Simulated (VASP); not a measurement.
Input of a VASP 6.6.1 run:

Contents of INCAR:

```
PREC     = Accurate       # precision mode
ENCUT    = 600            # plane-wave cutoff, eV
EDIFF    = 1E-6           # SCF threshold, eV
ISMEAR   = -1             # smearing method
SIGMA    = 0.05           # smearing width, eV
LREAL    = F              # projectors in reciprocal space
LASPH    = T              # aspherical terms in the spheres
NELM     = 120            # most SCF steps
ALGO     = Normal         # electronic algorithm
ISIF     = 2              # what is computed and relaxed
LWAVE    = F              # write WAVECAR
LCHARG   = T              # write CHGCAR
GGA      = PE             # functional
LELF     = T              # ELF
LVHAR    = T            
NBANDS   = 28             # bands
GGA_COMPAT= F
```

File KPOINTS:

```
regular mesh
0
Gamma
  7 7 7
```

The input POSCAR:

```
KTaO3
1.0
    3.9343974464      0.0000000000      0.0000000000
    0.0000000000      3.9343974464      0.0000000000
    0.0000000000      0.0000000000      3.9343974464
Ta K O
1 1 3
Direct
    0.0000000000      0.0000000000      0.0000000000
    0.5000000000      0.5000000000      0.5000000000
    0.0000000000      0.0000000000      0.5000000000
    0.0000000000      0.5000000000      0.0000000000
    0.5000000000      0.0000000000      0.0000000000
```

Potentials or basis: VASP PAW PBE potentials, release 64 (Ta_sv_GW, K_sv, O).

The run is started by

```console
$ cat potpaw_PBE.64/Ta_sv_GW/POTCAR potpaw_PBE.64/K_sv/POTCAR potpaw_PBE.64/O/POTCAR > POTCAR
$ mpirun -np 1 vasp_std > vasp.out
```

(1) Predict the band gap on the k mesh.

(2) Estimate the pressure.

Results:

(1) 2.36 eV, indirect (least direct gap 2.90 eV).

(2) 15.1 GPa.

Caveat: spin-orbit coupling is left out, which moves the levels of the heavy elements.
